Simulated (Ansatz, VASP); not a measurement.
**BeS: VASP beside Ansatz**

INCAR

```
SYSTEM = BeS
PREC = Accurate
ENCUT = 600
EDIFF = 1E-6
ISMEAR = 0
SIGMA = 0.1
LREAL = .False.
LASPH = .True.
NELM = 120
ALGO = Normal
ISIF = 2
LWAVE = .False.
LCHARG = .False.
GGA = B5
ALDAX = 1.0
AGGAX = 1.0
AGGAC = 1.0
ALDAC = 0.0
NBANDS = 11
GGA_COMPAT = .False.
```

KPOINTS

```
Automatic mesh
0
Gamma
  8 8 8
  0 0 0
```

The input POSCAR:

```
BeS
1.0
    0.0000000000      2.4351516489      2.4351516489
    2.4351516489      0.0000000000      2.4351516489
    2.4351516489      2.4351516489      0.0000000000
Be S
1 1
Direct
    0.0000000000      0.0000000000      0.0000000000
    0.7500000000      0.7500000000      0.7500000000
```

Input for Ansatz:

```yaml
crystal:
  lattice:
    - [0.0, 2.4351516489, 2.4351516489]
    - [2.4351516489, 0.0, 2.4351516489]
    - [2.4351516489, 2.4351516489, 0.0]
  atoms:
    - { symbol: Be, position: [0.0, 0.0, 0.0] }
    - { symbol: S, position: [0.75, 0.75, 0.75] }
basis:
  ecutwfc: 420
kpoints:
  mp_grid: { grid: [8, 8, 8] }
hamiltonian:
  xc: blyp
scf:
  occupations: { method: gaussian, width: 0.1 }
  lower_state_search: "off"
  max_iter: 91
output:
  forces: true
  stress: true
  eigenvalues: true
```

Alike in both runs: task single point; functional BLYP; k mesh 8 × 8 × 8; occupations gaussian, width 0.1 eV; no spin polarisation.

```csv
,VASP,Ansatz
version,VASP 6.6.1,Ansatz 0.2.0
potentials or method,"VASP PAW PBE potentials, release 64 (Be, S), cutoff 600 eV","scalar-relativistic, plane waves, PAW"
valence electrons in the cell,8,8
```

Ansatz gave:

| Property | Result |
| --- | --- |
| gap on the k mesh at the Fermi level (eV) | 3.40 |
| least direct gap on the mesh (eV) | 5.75 |
| pressure (GPa) | 3.4 |

Which values does VASP return?

gap on the k mesh at the Fermi level (eV): 3.43; least direct gap on the mesh (eV): 5.80; pressure (GPa): 3.1.

VASP's potentials were made for PBE, not for BLYP. With one functional, cell and mesh, what is left measures potentials, basis and numerics.
